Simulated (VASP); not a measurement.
# Rb (Fm-3m) in VASP: notebook

The runs below take Rb through single point, with LDA, PBEsol.

Program: VASP 6.6.1. These are calculated values, not measurements. Logs are shortened: lines on timing, memory, paths and dates and some standing lists are left out, and cuts for length are marked.

### Step 1. The cell of the first run

Symmetry: Fm-3m, No. 225, cubic system. Conventional cell: a = 7.280 Å, b = 7.280 Å, c = 7.280 Å, α = 90.00°, β = 90.00°, γ = 90.00°.

This isn't the form of Rb at room conditions, which is bcc.

### Step 2. Single point, LDA

Input file INCAR:

```
SYSTEM = Rb
PREC     = Accurate       ! precision mode
ENCUT    = 500            ! plane-wave cutoff, eV
EDIFF    = 1E-6           ! SCF threshold, eV
ISMEAR   = 0              ! smearing method
SIGMA    = 0.05           ! smearing width, eV
LREAL    = .FALSE.        ! projectors in reciprocal space
LASPH    = .TRUE.         ! aspherical terms in the spheres
NELM     = 120            ! most SCF steps
ALGO     = Normal         ! electronic algorithm
ISIF     = 2              ! what is computed and relaxed
LWAVE    = .FALSE.        ! write WAVECAR
LCHARG   = .FALSE.        ! write CHGCAR
NBANDS   = 10             ! bands
GGA_COMPAT= .FALSE.
```

Input file KPOINTS:

```
regular mesh
0
G
  8 8 8
  0 0 0
```

Input file POSCAR:

```
Rb
1.0
    0.0000000000      3.6398846700      3.6398846700
    3.6398846700      0.0000000000      3.6398846700
    3.6398846700      3.6398846700      0.0000000000
Rb
1
Direct
    0.0000000000      0.0000000000      0.0000000000
```

Potentials or basis: VASP PAW LDA potentials, release 64 (Rb_sv).

Launch:

```bash
$ cat potpaw_LDA.64/Rb_sv/POTCAR > POTCAR
$ mpirun -np 1 vasp_std > vasp.out
```

OUTCAR:

```text
SYSTEM = Rb
   PREC = Accurate
   ENCUT = 500
   EDIFF = 1E-6
   ISMEAR = 0
   LREAL = .FALSE.
   LASPH = .TRUE.
   NELM = 120
   ISIF = 2

 ion  position               nearest neighbor table
   1  0.000  0.000  0.000-

  LATTYP: Found a face centered cubic cell.
 ALAT       =     7.2797693400

  Lattice vectors:

 A1 = (   0.0000000000,   3.6398846700,   3.6398846700)
 A2 = (   3.6398846700,   0.0000000000,   3.6398846700)
 A3 = (   3.6398846700,   3.6398846700,   0.0000000000)

Analysis of symmetry for initial positions (statically):
=====================================================================
 Subroutine PRICEL returns:
 Original cell was already a primitive cell.

 Routine SETGRP: Setting up the symmetry group for a
 face centered cubic supercell.

 Subroutine GETGRP returns: Found 48 space group operations
 (whereof 48 operations were pure point group operations)
 out of a pool of 48 trial point group operations.

The static configuration has the point symmetry O_h .

Analysis of symmetry for dynamics (positions and initial velocities):
=====================================================================
 Subroutine PRICEL returns:
 Original cell was already a primitive cell.

 Routine SETGRP: Setting up the symmetry group for a
 face centered cubic supercell.

 Subroutine GETGRP returns: Found 48 space group operations
 (whereof 48 operations were pure point group operations)
 out of a pool of 48 trial point group operations.

The dynamic configuration has the point symmetry O_h .

 Subroutine INISYM returns: Found 48 space group operations
 (whereof 48 operations are pure point group operations),
 and found     1 'primitive' translations

----------------------------------------------------------------------------------------

                                     Primitive cell

  volume of cell :      96.4479

  direct lattice vectors                    reciprocal lattice vectors
     0.000000000  3.639884670  3.639884670    -0.137366990  0.137366990  0.137366990
     3.639884670  0.000000000  3.639884670     0.137366990 -0.137366990  0.137366990
     3.639884670  3.639884670  0.000000000     0.137366990  0.137366990 -0.137366990

  length of vectors
     5.147574266  5.147574266  5.147574266     0.237926605  0.237926605  0.237926605

  position of ions in fractional coordinates (direct lattice)
     0.000000000  0.000000000  0.000000000

  ion indices of the primitive-cell ions
   primitive index   ion index
                 1           1

----------------------------------------------------------------------------------------

 KPOINTS: regular mesh

Automatic generation of k-mesh.
 Grid dimensions read from file:
 generate k-points for:    8    8    8

 Generating k-lattice:

  Cartesian coordinates                     Fractional coordinates (reciprocal lattice)
    -0.017170874  0.017170874  0.017170874     0.125000000  0.000000000  0.000000000
     0.017170874 -0.017170874  0.017170874     0.000000000  0.125000000  0.000000000
     0.017170874  0.017170874 -0.017170874     0.000000000  0.000000000  0.125000000

  Length of vectors
     0.029740826  0.029740826  0.029740826

  Shift w.r.t. Gamma in fractional coordinates (k-lattice)
     0.000000000  0.000000000  0.000000000

 Subroutine IBZKPT returns following result:
 ===========================================

 Found     29 irreducible k-points:

 Following reciprocal coordinates:
            Coordinates               Weight
  0.000000  0.000000  0.000000      1.000000
  0.125000  0.000000  0.000000      8.000000
  0.250000  0.000000  0.000000      8.000000
  0.375000  0.000000  0.000000      8.000000
  0.500000  0.000000  0.000000      4.000000
  0.125000  0.125000  0.000000      6.000000
[... 16 lines left out ...]
  0.500000  0.250000  0.125000     48.000000
 -0.375000  0.250000  0.125000     24.000000
 [... further k-points ...]
   k-points           NKPTS =     29   k-points in BZ     NKDIM =     29   number of bands    NBANDS=     10
   number of dos      NEDOS =    301   number of ions     NIONS =      1
   total plane-waves  NPLWV =  64000
   dimension x,y,z NGX =    40 NGY =   40 NGZ =   40
   dimension x,y,z NGXF=    80 NGYF=   80 NGZF=   80
   ions per type =               1
   NGX,Y,Z   is equivalent  to a cutoff of  12.92, 12.92, 12.92 a.u.
   NGXF,Y,Z  is equivalent  to a cutoff of  25.84, 25.84, 25.84 a.u.
 SYSTEM =  Rb
   PREC   = accura    normal or accurate (medium, high low for compatibility)
   ISTART =      0    job   : 0-new  1-cont  2-samecut
   ICHARG =      2    charge: 1-file 2-atom 10-const
   ISPIN  =      1    spin polarized calculation?
   LNONCOLLINEAR =      F non collinear calculations
   LSORBIT =      F    spin-orbit coupling
   LASPH  =      T    aspherical Exc in radial PAW
   ENCUT  =  500.0 eV  36.75 Ry    6.06 a.u.   9.39  9.39  9.39*2*pi/ulx,y,z
   NELM   =    120;   NELMIN=  2; NELMDL= -5     # of ELM steps
   EDIFF  = 0.1E-05   stopping-criterion for ELM
   LREAL  =      F    real-space projection
   EDIFFG = 0.1E-04   stopping-criterion for IOM
   NSW    =      0    number of steps for IOM
   IBRION =     -1    ionic relax: 0-MD 1-quasi-New 2-CG
   NFREE  =      0    steps in history (QN), initial steepest desc. (CG)
   ISIF   =      2    stress and relaxation
   ISYM   =      2    0-nonsym 1-usesym 2-fastsym
   POTIM  = 0.5000    time-step for ionic-motion
   TEBEG  =    0.0;   TEEND  =   0.0 temperature during run
   PSTRESS=    0.0 pullay stress
   NELECT =       9.0000    total number of electrons
   NUPDOWN=      -1.0000    fix difference up-down
   EMIN   =  10.00;   EMAX   =-10.00  energy-range for DOS
   EFERMI =   0.00;   METHOD = LEGACY
   ISMEAR =     0;   SIGMA  =   0.05  broadening in eV -4-tet -1-fermi 0-gaus
   EFERMI_NEDOS =   21; number of points for ismear=-14 and -15
   IALGO  =     38    algorithm
   IMIX   =      4    mixing-type and parameters
     AMIX     =   0.40;   BMIX     =  1.00
     AMIX_MAG =   1.60;   BMIX_MAG =  1.00
  volume/ion in A,a.u.               =      96.45       650.86
  Fermi-wavevector in a.u.,A,eV,Ry     =   0.742548  1.403213  7.501953  0.551378
  Thomas-Fermi vector in A             =   1.837453
   LORBIT       =      0    0 simple, 1 ext, 2 COOP (PROOUT), +10 PAW based schemes
   GGA     = CA    functional components
   LHFCALC =     F    Hartree Fock is set to
   AEXX    =    0.0000 exact exchange contribution
   IVDW    =     0    specifies the selected vdW correction
   LEPSILON=     F    determine dielectric tensor
   LRPA    =     F    only Hartree local field effects (RPA)
 non-spin polarized calculation
 Gauss-broadening in eV      SIGMA  =   0.05
  energy-cutoff  :      500.00
  volume of cell :       96.45
 maximum number of plane-waves:      2469
 NGX is ok and might be reduce to    40
   NGX = 19   NGY = 19   NGZ = 19

 number of electron       9.0000000 magnetization

 Free energy of the ion-electron system (eV)
  ---------------------------------------------------
  ext. energy  EPLUGINS =         0.00000000
  ---------------------------------------------------
  free energy    TOTEN  =        -1.02459909 eV

  energy without entropy =       -1.02374238  energy(sigma->0) =       -1.02417073

 E-fermi :  -0.4137     XC(G=0):  -5.5302

 val. band max:       -0.4531782053   @ k =   0.3750   0.3750   0.0000
 cond. band min:      -0.2681223398   @ k =   0.5000   0.3750   0.1250
 fundamental gap:      0.1850558655
 Fermi energy:        -0.4137220442

 k-point     1 :       0.0000    0.0000    0.0000
  band No.  band energies     occupation
      1     -29.1548      2.00000
      2     -13.2612      2.00000
      3     -13.2612      2.00000
      4     -13.2612      2.00000
      5      -2.2333      2.00000
      6       3.1322      0.00000
      7       3.1322      0.00000
      8       3.1322      0.00000
      9       4.3794      0.00000
     10       4.3794      0.00000

 k-point     2 :       0.1250    0.0000    0.0000
  band No.  band energies     occupation
      1     -29.1544      2.00000
      2     -13.2729      2.00000
      3     -13.2628      2.00000
      4     -13.2628      2.00000
      5      -2.0674      2.00000
      6       2.7213      0.00000
      7       3.1966      0.00000
      8       3.1966      0.00000
      9       4.2248      0.00000
     10       4.2248      0.00000

 k-point     3 :       0.2500    0.0000    0.0000
  band No.  band energies     occupation
      1     -29.1533      2.00000
      2     -13.3011      2.00000
      3     -13.2667      2.00000
      4     -13.2667      2.00000
      5      -1.5915      2.00000
      6       1.9284      0.00000
      7       3.1991      0.00000
      8       3.1991      0.00000
      9       4.2360      0.00000
     10       4.2360      0.00000

 k-point     4 :       0.3750    0.0000    0.0000
  band No.  band energies     occupation
      1     -29.1523      2.00000
      2     -13.3288      2.00000
      3     -13.2706      2.00000
      4     -13.2706      2.00000
      5      -0.8760      2.00000
      6       1.0515      0.00000
      7       3.0315      0.00000
      8       3.0315      0.00000
      9       4.7554      0.00000
     10       4.7600      0.00000
[... 222 lines left out ...]
 k-point    22 :       0.3750    0.2500    0.1250
  band No.  band energies     occupation
      1     -29.1526      2.00000
      2     -13.3080      2.00000
      3     -13.2812      2.00000
      4     -13.2717      2.00000
      5      -1.1834      2.00000
      6       1.8511      0.00000
      7       2.4203      0.00000
      8       3.3807      0.00000
      9       3.6640      0.00000
     10       4.8847      0.00000

 k-point    23 :       0.5000    0.2500    0.1250
  band No.  band energies     occupation
      1     -29.1517      2.00000
      2     -13.3230      2.00000
      3     -13.2900      2.00000
      4     -13.2763      2.00000
      5      -0.4848      1.95560
      6       1.2406      0.00000
      7       2.0769      0.00000
      8       3.1443      0.00000
      9       4.0739      0.00000
     10       4.7371      0.00000

 k-point    24 :      -0.3750    0.2500    0.1250
  band No.  band energies     occupation
      1     -29.1514      2.00000
      2     -13.3294      2.00000
      3     -13.2928      2.00000
      4     -13.2789      2.00000
      5       0.2424      0.00000
      6       0.5090      0.00000
      7       2.0461      0.00000
      8       3.0054      0.00000
      9       4.0096      0.00000
     10       5.0435      0.00000

 [... further k-points ...]

------------------------ aborting loop because EDIFF is reached ----------------------------------------

  FORCE on cell =-STRESS in cart. coord.  units (eV):
  Direction    XX          YY          ZZ          XY          YZ          ZX
  --------------------------------------------------------------------------------------
  -------------------------------------------------------------------------------------
  Total       -0.3053456     -0.3053456     -0.3053456      0.0000000      0.0000000      0.0000000
  in kB       -5.0723515     -5.0723515     -5.0723515      0.0000000      0.0000000      0.0000000
  external PRESSURE =      -5.0723515 kB  Pullay stress =       0.0000000 kB

 VOLUME and BASIS-vectors are now :
 -----------------------------------------------------------------------------
  energy-cutoff  :      500.00
  volume of cell :       96.45
      direct lattice vectors                 reciprocal lattice vectors
     0.000000000  3.639884670  3.639884670    -0.137366990  0.137366990  0.137366990
     3.639884670  0.000000000  3.639884670     0.137366990 -0.137366990  0.137366990
     3.639884670  3.639884670  0.000000000     0.137366990  0.137366990 -0.137366990

 POSITION                                       TOTAL-FORCE (eV/Angst)
 -----------------------------------------------------------------------------------
      0.00000      0.00000      0.00000         0.000000      0.000000      0.000000
 -----------------------------------------------------------------------------------
    total drift:                               -0.000000     -0.000000     -0.000000

  FREE ENERGIE OF THE ION-ELECTRON SYSTEM (eV)
  ---------------------------------------------------
  free  energy   TOTEN  =        -1.0245990877 eV

  energy  without entropy=       -1.0237423773  energy(sigma->0) =       -1.02417073
```

It took 23 s on 1 thread of AMD EPYC 7R43 (Zen 3), shared host; peak memory 0.15 GiB.

Results:

* Free energy: -1.0246 eV
* Pressure: -0.5 GPa
* Band gap on the k mesh: zero (an odd number of electrons rules out a gap without spin polarisation)

### Step 3. Single point, PBEsol

Input file INCAR:

```
SYSTEM = Rb
PREC = Accurate
ENCUT = 520
EDIFF = 1E-6
ISMEAR = 0
SIGMA = 0.05
LREAL = .False.
LASPH = .True.
NELM = 100
ALGO = Fast
ISIF = 2
LWAVE = .False.
LCHARG = .False.
GGA = PS
NBANDS = 10
```

Input file KPOINTS:

```
regular mesh
0
Gamma
  8 8 8
  0 0 0
```

POSCAR is that of step 2.

Potentials or basis: VASP PAW PBE potentials, release 64 (Rb_sv).

Launch:

```bash
$ cat potpaw_PBE.64/Rb_sv/POTCAR > POTCAR
$ mpirun -np 1 vasp_std > vasp.out
```

It took 35 s on 1 thread of Intel Xeon 8259CL, shared host; peak memory 0.23 GiB.

It converged, with:

```yaml
Free_energy: -1.0155 eV
Pressure: -0.3 GPa
Band_gap_on_the_k_mesh: zero (an odd number of electrons rules out a gap without spin polarisation)
```

Levels at points of the mesh, in eV from the Fermi level:
```tsv
k point	band 3	band 4	band 5	band 6	band 7	band 8
(0.00, 0.00, 0.00)	-12.85	-12.85	-1.81	3.63	3.63	3.63
(0.50, 0.00, 0.00)	-12.87	-12.87	0.22	0.71	3.43	3.43
(0.50, 0.50, 0.00)	-12.88	-12.88	0.74	1.41	1.93	4.38
```

Caveat: the PAW data sets were made with another functional, which shifts forces and pressure a little.
